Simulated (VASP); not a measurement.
# CoO (I4/mmm) in VASP: further runs

Runs on CoO. Level: PBEsol. Tasks: single point.

Everything below comes from runs of VASP 6.6.1. Logs are shortened: lines on timing, memory, paths and dates and some standing lists are left out, and cuts for length are marked.

### Step 1. The cell of the first run

Symmetry: I4/mmm, No. 139, tetragonal system. Conventional cell: a = 2.924 Å, b = 2.924 Å, c = 4.263 Å, α = 90.00°, β = 90.00°, γ = 90.00°. Co (site symmetry 4/mmm) has 6 O at 2.07 to 2.13 Å within 2.7 Å. Within 2.7 Å of O (site symmetry 4/mmm) lie 6 Co at 2.07 to 2.13 Å.

### Step 2. Single point, PBEsol, collinear spin, ferromagnetic start (equal xx and yy strain of -3 %)

File INCAR:

```
SYSTEM = CoO
ALGO = Normal
EDIFF = 1E-6
ENCUT = 600
GGA = PS
GGA_COMPAT = .False.
ISIF = 2
ISMEAR = -1
ISPIN = 2
LASPH = .True.
LCHARG = .True.
LELF = .True.
LMAXMIX = 4
LORBIT = 11
LREAL = .False.
LVHAR = .True.
LWAVE = .False.
MAGMOM = 2 0
NBANDS = 18
NELM = 200
PREC = Accurate
SIGMA = 0.05
```

File KPOINTS:

```
k-points
0
Gamma
  16 16 16
  0 0 0
```

File POSCAR:

```
CoO
1.0
    0.0000000000      2.0675550000      2.1315000000
    2.0675550000      0.0000000000      2.1315000000
    2.0675550000      2.0675550000      0.0000000000
Co O
1 1
Direct
    0.0000000000      0.0000000000      0.0000000000
    0.5000000000      0.5000000000      0.5000000000
```

Potentials or basis: VASP PAW PBE potentials, release 64 (Co, O).

Command:

```console
> cat potpaw_PBE.64/Co/POTCAR potpaw_PBE.64/O/POTCAR > POTCAR
> mpirun -np 1 vasp_std > vasp.out
```

OUTCAR:

```text
SYSTEM = CoO
   EDIFF = 1E-6
   ENCUT = 600
   GGA = PS
   ISIF = 2
   ISMEAR = -1
   ISPIN = 2
   LASPH = .True.
   LORBIT = 11
   LREAL = .False.
   NELM = 200
   PREC = Accurate

 ion  position               nearest neighbor table
   1  0.000  0.000  0.000-   2 2.07   2 2.07   2 2.07   2 2.07   2 2.13   2 2.13
   2  0.500  0.500  0.500-   1 2.07   1 2.07   1 2.07   1 2.07   1 2.13   1 2.13

  LATTYP: Found a body centered tetragonal cell.
 ALAT       =     2.9239643220
 C/A-ratio  =     1.4579521262

  Lattice vectors:

 A1 = (  -2.0675550000,   0.0000000000,   2.1315000000)
 A2 = (   2.0675550000,   0.0000000000,   2.1315000000)
 A3 = (   0.0000000000,   2.0675550000,  -2.1315000000)

Analysis of symmetry for initial positions (statically):
=====================================================================
 Subroutine PRICEL returns:
 Original cell was already a primitive cell.

 Routine SETGRP: Setting up the symmetry group for a
 body centered tetragonal supercell.

 Subroutine GETGRP returns: Found 16 space group operations
 (whereof 16 operations were pure point group operations)
 out of a pool of 16 trial point group operations.

The static configuration has the point symmetry D_4h.

Analysis of symmetry for dynamics (positions and initial velocities):
=====================================================================
 Subroutine PRICEL returns:
 Original cell was already a primitive cell.

 Routine SETGRP: Setting up the symmetry group for a
 body centered tetragonal supercell.

 Subroutine GETGRP returns: Found 16 space group operations
 (whereof 16 operations were pure point group operations)
 out of a pool of 16 trial point group operations.

The dynamic configuration has the point symmetry D_4h.

Analysis of structural, dynamic, and magnetic symmetry:
=====================================================================
 Subroutine PRICEL returns:
 Original cell was already a primitive cell.

 Routine SETGRP: Setting up the symmetry group for a
 body centered tetragonal supercell.

 Subroutine GETGRP returns: Found 16 space group operations
 (whereof 16 operations were pure point group operations)
 out of a pool of 16 trial point group operations.

The overall configuration has the point symmetry D_4h.

 Subroutine INISYM returns: Found 16 space group operations
 (whereof 16 operations are pure point group operations),
 and found     1 'primitive' translations

----------------------------------------------------------------------------------------
[... 115 lines left out ...]
  Fermi-wavevector in a.u.,A,eV,Ry     =   1.534248  2.899307 32.026963  2.353915
  Thomas-Fermi vector in A             =   2.641202
   LORBIT       =     11    0 simple, 1 ext, 2 COOP (PROOUT), +10 PAW based schemes
   GGA     = PS    functional components
   LHFCALC =     F    Hartree Fock is set to
   AEXX    =    0.0000 exact exchange contribution
   IVDW    =     0    specifies the selected vdW correction
   LEPSILON=     F    determine dielectric tensor
   LRPA    =     F    only Hartree local field effects (RPA)
 spin polarized calculation
  energy-cutoff  :      600.00
  volume of cell :       18.22
 maximum number of plane-waves:       628
   NGX = 11   NGY = 11   NGZ = 11

 number of electron      14.9999998 magnetization       2.7346811

 Free energy of the ion-electron system (eV)
  ---------------------------------------------------
  ext. energy  EPLUGINS =         0.00000000
  ---------------------------------------------------
  free energy    TOTEN  =       -14.00492295 eV

  energy without entropy =      -13.97151101  energy(sigma->0) =      -13.98821698

 E-fermi :   8.6760     XC(G=0): -13.0011

 val. band max:        8.6740940500   @ k =  -0.2500   0.2500   0.1875
 cond. band min:       8.6760274326   @ k =  -0.1250   0.2500   0.1250
 fundamental gap:      0.0019333826
 Fermi energy:         8.6759787443

 spin component 1

 k-point     1 :       0.0000    0.0000    0.0000
  band No.  band energies     occupation
      1     -12.1380      1.00000
      2       5.1348      1.00000
      3       5.1348      1.00000
      4       5.2166      1.00000
      5       5.3793      1.00000
      6       5.4130      1.00000
[... 493 lines left out ...]
     17      32.0640      0.00000
     18      34.5739      0.00000

 [... further k-points ...]

 spin component 2

 k-point     1 :       0.0000    0.0000    0.0000
  band No.  band energies     occupation
      1     -11.6644      1.00000
      2       5.6549      1.00000
      3       5.6549      1.00000
      4       5.7924      1.00000
      5       7.3215      1.00000
      6       7.4837      1.00000
[... 493 lines left out ...]
     17      32.8372      0.00000
     18      35.4194      0.00000

 [... further k-points ...]

------------------------ aborting loop because EDIFF is reached ----------------------------------------

  FORCE on cell =-STRESS in cart. coord.  units (eV):
  Direction    XX          YY          ZZ          XY          YZ          ZX
  --------------------------------------------------------------------------------------
  -------------------------------------------------------------------------------------
  Total       -0.1754777     -0.1754777     -0.3153327      0.0000000      0.0000000      0.0000000
  in kB      -15.4277676    -15.4277676    -27.7236273      0.0000000      0.0000000      0.0000000
  external PRESSURE =     -19.5263875 kB  Pullay stress =       0.0000000 kB

 VOLUME and BASIS-vectors are now :
 -----------------------------------------------------------------------------
  energy-cutoff  :      600.00
  volume of cell :       18.22
      direct lattice vectors                 reciprocal lattice vectors
     0.000000000  2.067555000  2.131500000    -0.241831535  0.241831535  0.234576589
     2.067555000  0.000000000  2.131500000     0.241831535 -0.241831535  0.234576589
     2.067555000  2.067555000  0.000000000     0.241831535  0.241831535 -0.234576589

 POSITION                                       TOTAL-FORCE (eV/Angst)
 -----------------------------------------------------------------------------------
      0.00000      0.00000      0.00000        -0.000000      0.000000      0.000000
      2.06756      2.06756      2.13150         0.000000     -0.000000     -0.000000
 -----------------------------------------------------------------------------------
    total drift:                                0.000000     -0.000000     -0.000000

  FREE ENERGIE OF THE ION-ELECTRON SYSTEM (eV)
  ---------------------------------------------------
  free  energy   TOTEN  =       -14.0049229511 eV

  energy  without entropy=      -13.9715110051  energy(sigma->0) =      -13.98821698

 total charge

# of ion       s       p       d       tot
------------------------------------------
    1        0.314   0.402   7.204   7.920
    2        1.548   3.424   0.000   4.972
--------------------------------------------------
tot          1.863   3.826   7.204  12.893

 magnetization (x)

# of ion       s       p       d       tot
------------------------------------------
    1        0.021   0.019   2.377   2.416
    2        0.030   0.241   0.000   0.272
--------------------------------------------------
tot          0.051   0.260   2.377   2.688
```

stdout:

```text
POSCAR found type information on POSCAR CoO
 POSCAR found :  2 types and       2 ions
 scaLAPACK will be used
 -----------------------------------------------------------------------------
|                                                                             |
|                                                                             |
|     You enforced a specific xc type in the INCAR file but a different       |
|     I HOPE YOU KNOW WHAT YOU ARE DOING!                                     |
|                                                                             |
 -----------------------------------------------------------------------------

 LDA part: xc-table for (Slater+PW92), standard interpolation
 POSCAR, INCAR and KPOINTS ok, starting setup
 FFT: planning ... GRIDC
 FFT: planning ... GRID_SOFT
 FFT: planning ... GRID
 WAVECAR not read
 entering main loop
```

Run time: 100 s. Hardware: 1 thread of Intel Xeon 6975P-C (Granite Rapids), shared host; peak memory 0.32 GiB.

What came out:

```yaml
Free_energy: -14.0049 eV
Pressure: -2.0 GPa
Net_moment: 2.73 μB per cell
Site_moments: Co +2.42; O +0.27 μB
Valence_electrons_inside_the_program's_atomic_spheres: Co 7.92; O 4.97
```

Caveat: the cell differs from its parent crystal (equal xx and yy strain of -3 %); the PAW data sets were made with another functional, which shifts forces and pressure a little; a cell with one magnetic atom can't hold antiferromagnetic order, which such compounds often take; semilocal functionals often make such compounds metallic where correlation or magnetic order opens a gap, which also shifts bond lengths.

### Step 3. Single point, PBEsol, collinear spin, ferromagnetic start (zz strain of -3 %)

File INCAR:

```
SYSTEM = CoO
PREC = Accurate
ENCUT = 600
EDIFF = 1E-6
ISMEAR = -1
SIGMA = 0.05
LREAL = .False.
LASPH = .True.
NELM = 200
ALGO = Normal
ISIF = 2
LWAVE = .False.
LCHARG = .False.
ISPIN = 2
MAGMOM = 2 0
LORBIT = 11
LMAXMIX = 4
GGA = PS
NBANDS = 18
GGA_COMPAT = .False.
```

File KPOINTS:

```
Automatic mesh
0
Gamma
  16 16 16
  0 0 0
```

File POSCAR:

```
CoO
1.0
    0.0000000000      2.1315000000      2.0675550000
    2.1315000000      0.0000000000      2.0675550000
    2.1315000000      2.1315000000      0.0000000000
Co O
1 1
Direct
    0.0000000000      0.0000000000      0.0000000000
    0.5000000000      0.5000000000      0.5000000000
```

Potentials or basis: VASP PAW PBE potentials, release 64 (Co, O).

Command:

```console
> cat potpaw_PBE.64/Co/POTCAR potpaw_PBE.64/O/POTCAR > POTCAR
> mpirun -np 1 vasp_std > vasp.out
```

It took 1.7 min on 1 thread of Intel Xeon 6975P-C (Granite Rapids), shared host; peak memory 0.32 GiB.

The run converged. Its results:

```
Free energy                                           : -13.9904 eV
Pressure                                              : -7.0 GPa
Net moment                                            : 2.84 μB per cell
Site moments                                          : Co +2.50; O +0.29 μB
Valence electrons inside the program's atomic spheres : Co 7.86; O 4.96
```

Stress tensor (GPa, compression positive):
```
-7.35  0.00  0.00
 0.00 -7.35  0.00
 0.00  0.00 -6.36
```

Levels at points of the mesh, in eV from the Fermi level:
Spin up:
```
           k point  band 6  band 7  band 8  band 9  band 10  band 11  band 12  band 13
(0.00, 0.00, 0.00)   -3.27   -3.23   -3.23   -2.99     1.00    16.66    18.12    18.12
(0.50, 0.00, 0.00)   -2.34   -1.80    0.05    0.27     4.90     9.45    13.06    13.79
(0.50, 0.50, 0.00)   -2.85   -2.31   -2.11   -2.11     5.90    10.05    11.36    15.62
(0.50, 0.00, 0.50)   -2.91   -2.33   -2.08   -2.01     5.89     9.66    11.72    15.73
```
Spin down:
```csv
k point,band 4,band 5,band 6,band 7,band 8,band 9
"(0.00, 0.00, 0.00)",-2.74,-1.22,-1.22,-1.08,-0.24,-0.18
"(0.50, 0.00, 0.00)",-4.92,-0.17,-0.09,0.19,2.52,2.69
"(0.50, 0.50, 0.00)",-4.15,-2.39,0.15,0.15,0.38,0.82
"(0.50, 0.00, 0.50)",-3.93,-2.39,0.11,0.18,0.27,0.85
```

Caveat: the cell differs from its parent crystal (zz strain of -3 %); the cell stands under tension; the PAW data sets were made with another functional, which shifts forces and pressure a little; a cell with one magnetic atom can't hold antiferromagnetic order, which such compounds often take; semilocal functionals often make such compounds metallic where correlation or magnetic order opens a gap, which also shifts bond lengths.

### Step 4. Single point, PBEsol, collinear spin, ferromagnetic start (zz strain of +2 %)

File INCAR:

```
SYSTEM = CoO
PREC = Accurate
ENCUT = 600
EDIFF = 1E-6
ISMEAR = -1
SIGMA = 0.05
LREAL = .FALSE.
LASPH = .TRUE.
NELM = 200
ALGO = Normal
ISIF = 2
LWAVE = .FALSE.
LCHARG = .FALSE.
ISPIN = 2
MAGMOM = 2 0
LORBIT = 11
LMAXMIX = 4
GGA = PS
NBANDS = 18
GGA_COMPAT = .FALSE.
```

File KPOINTS:

```
regular mesh
0
G
  16 16 16
  0 0 0
```

File POSCAR:

```
CoO
1.0
    0.0000000000      2.1315000000      2.1741300000
    2.1315000000      0.0000000000      2.1741300000
    2.1315000000      2.1315000000      0.0000000000
Co O
1 1
Direct
    0.0000000000      0.0000000000      0.0000000000
    0.5000000000      0.5000000000      0.5000000000
```

Potentials or basis: VASP PAW PBE potentials, release 64 (Co, O).

Command:

```console
> cat potpaw_PBE.64/Co/POTCAR potpaw_PBE.64/O/POTCAR > POTCAR
> mpirun -np 1 vasp_std > vasp.out
```

OUTCAR:

```text
SYSTEM = CoO
   PREC = Accurate
   ENCUT = 600
   EDIFF = 1E-6
   ISMEAR = -1
   LREAL = .FALSE.
   LASPH = .TRUE.
   NELM = 200
   ISIF = 2
   ISPIN = 2
   LORBIT = 11
   GGA = PS

 ion  position               nearest neighbor table
   1  0.000  0.000  0.000-   2 2.13   2 2.13   2 2.13   2 2.13   2 2.17   2 2.17
   2  0.500  0.500  0.500-   1 2.13   1 2.13   1 2.13   1 2.13   1 2.17   1 2.17

  LATTYP: Found a body centered tetragonal cell.
 ALAT       =     3.0143962082
 C/A-ratio  =     1.4424978336

  Lattice vectors:

 A1 = (  -2.1315000000,   0.0000000000,   2.1741300000)
 A2 = (   2.1315000000,   0.0000000000,   2.1741300000)
 A3 = (   0.0000000000,   2.1315000000,  -2.1741300000)

Analysis of symmetry for initial positions (statically):
=====================================================================
 Subroutine PRICEL returns:
 Original cell was already a primitive cell.

 Routine SETGRP: Setting up the symmetry group for a
[... 703 lines left out ...]
      4       5.0573      1.00000
      5       6.4026      1.00000
      6       6.4824      1.00000
[... 493 lines left out ...]
     17      30.5496      0.00000
     18      33.2502      0.00000

 [... further k-points ...]

------------------------ aborting loop because EDIFF is reached ----------------------------------------

  FORCE on cell =-STRESS in cart. coord.  units (eV):
  Direction    XX          YY          ZZ          XY          YZ          ZX
  --------------------------------------------------------------------------------------
  -------------------------------------------------------------------------------------
  Total       -1.7887451     -1.7887451     -1.8182319      0.0000000      0.0000000      0.0000000
  in kB     -145.0684119   -145.0684119   -147.4598153      0.0000000      0.0000000      0.0000000
  external PRESSURE =    -145.8655464 kB  Pullay stress =       0.0000000 kB

 VOLUME and BASIS-vectors are now :
 -----------------------------------------------------------------------------
  energy-cutoff  :      600.00
  volume of cell :       19.76
      direct lattice vectors                 reciprocal lattice vectors
     0.000000000  2.131500000  2.174130000    -0.234576589  0.234576589  0.229977048
     2.131500000  0.000000000  2.174130000     0.234576589 -0.234576589  0.229977048
     2.131500000  2.131500000  0.000000000     0.234576589  0.234576589 -0.229977048

 POSITION                                       TOTAL-FORCE (eV/Angst)
 -----------------------------------------------------------------------------------
      0.00000      0.00000      0.00000         0.000000     -0.000000      0.000000
      2.13150      2.13150      2.17413        -0.000000      0.000000     -0.000000
 -----------------------------------------------------------------------------------
    total drift:                                0.000000     -0.000000     -0.000000

  FREE ENERGIE OF THE ION-ELECTRON SYSTEM (eV)
  ---------------------------------------------------
  free  energy   TOTEN  =       -13.9291111032 eV

  energy  without entropy=      -13.8960397419  energy(sigma->0) =      -13.91257542

 total charge

# of ion       s       p       d       tot
------------------------------------------
    1        0.292   0.347   7.127   7.765
    2        1.547   3.391   0.000   4.938
--------------------------------------------------
tot          1.839   3.738   7.127  12.704

 magnetization (x)

# of ion       s       p       d       tot
------------------------------------------
    1        0.020   0.017   2.550   2.586
    2        0.028   0.293   0.000   0.322
--------------------------------------------------
tot          0.048   0.310   2.550   2.908
```

OSZICAR:

```text
N       E                     dE             d eps       ncg     rms          rms(c)
DAV:   1     0.850930226318E+02    0.85093E+02   -0.72058E+03 25906   0.107E+03
DAV:   2    -0.105238051133E+02   -0.95617E+02   -0.82038E+02 26456   0.237E+02
DAV:   3    -0.162395067827E+02   -0.57157E+01   -0.54816E+01 29058   0.605E+01
DAV:   4    -0.163017474297E+02   -0.62241E-01   -0.62175E-01 30718   0.606E+00
DAV:   5    -0.163031556945E+02   -0.14083E-02   -0.14080E-02 31250   0.914E-01    0.161E+01
DAV:   6    -0.154494084993E+02    0.85375E+00   -0.17502E+01 31794   0.625E+01    0.209E+01
DAV:   7    -0.140623184366E+02    0.13871E+01   -0.84723E+00 31516   0.494E+01    0.810E+00
DAV:   8    -0.139489324045E+02    0.11339E+00   -0.42379E-01 36012   0.101E+01    0.387E+00
DAV:   9    -0.139557610886E+02   -0.68287E-02   -0.29428E-01 37052   0.882E+00    0.281E+00
DAV:  10    -0.139295737225E+02    0.26187E-01   -0.10945E-01 36838   0.640E+00    0.400E-01
DAV:  11    -0.139294085218E+02    0.16520E-03   -0.18996E-02 35094   0.159E+00    0.338E-01
DAV:  12    -0.139293270094E+02    0.81512E-04   -0.19619E-03 36120   0.523E-01    0.171E-01
DAV:  13    -0.139293359930E+02   -0.89836E-05   -0.48265E-05 31670   0.886E-02    0.179E-01
DAV:  14    -0.139291647340E+02    0.17126E-03   -0.12825E-04 33444   0.177E-01    0.913E-02
DAV:  15    -0.139291383626E+02    0.26371E-04   -0.32060E-04 36228   0.172E-01    0.706E-02
DAV:  16    -0.139291113633E+02    0.26999E-04   -0.54493E-05 34866   0.123E-01    0.223E-02
DAV:  17    -0.139291111032E+02    0.26007E-06   -0.67082E-06 31518   0.321E-02
   1 F= -.13929111E+02 E0= -.13912575E+02  d E =-.330714E-01  mag=     2.9628
```

Run time: 2.3 min. Hardware: 1 thread of Intel Xeon Platinum 8488C (Sapphire Rapids), shared host; peak memory 0.33 GiB.

What came out:

- Free energy: -13.9291 eV
- Pressure: -14.6 GPa
- Band gap on the k mesh: zero (filled and empty bands overlap)
- Net moment: 2.96 μB per cell
- Site moments: Co +2.59; O +0.32 μB
- Valence electrons inside the program's atomic spheres: Co 7.76; O 4.94

Stress tensor (GPa, compression positive):
```
-14.51   0.00   0.00
  0.00 -14.51   0.00
  0.00   0.00 -14.75
```

Caveat: the cell differs from its parent crystal (zz strain of +2 %); the cell stands under tension; the PAW data sets were made with another functional, which shifts forces and pressure a little; a cell with one magnetic atom can't hold antiferromagnetic order, which such compounds often take; semilocal functionals often make such compounds metallic where correlation or magnetic order opens a gap, which also shifts bond lengths.

### Step 5. Summary

| cell | gap on the mesh (eV) | pressure (GPa) | moment (μB) |
| --- | --- | --- | --- |
| a = 2.970, b = 2.970, c = 2.924 Å, angles 60.5, 60.5, 59.0°, 2 atoms | none | -2.0 | 2.73 |
| a = 2.970, b = 2.970, c = 3.014 Å, angles 59.5, 59.5, 61.0°, 2 atoms | none | -7.0 | 2.84 |
| a = 3.045, b = 3.045, c = 3.014 Å, angles 60.3, 60.3, 59.3°, 2 atoms | none | -14.6 | 2.96 |

Alike in all rows: task single point; level PBEsol; potentials or basis VASP PAW PBE potentials, release 64 (Co, O); spin collinear, ferromagnetic start; k mesh 16 × 16 × 16; cutoff (eV) 600; smearing fermi-dirac 0.05 eV.

Caveats: the PAW data sets were made with another functional, which shifts forces and pressure a little; a cell with one magnetic atom can't hold antiferromagnetic order, which such compounds often take; semilocal functionals often make such compounds metallic where correlation or magnetic order opens a gap, which also shifts bond lengths; the cell stands under tension (at least some runs).

Total energies depend on the potentials used, so only differences within one code and one set of settings carry meaning.
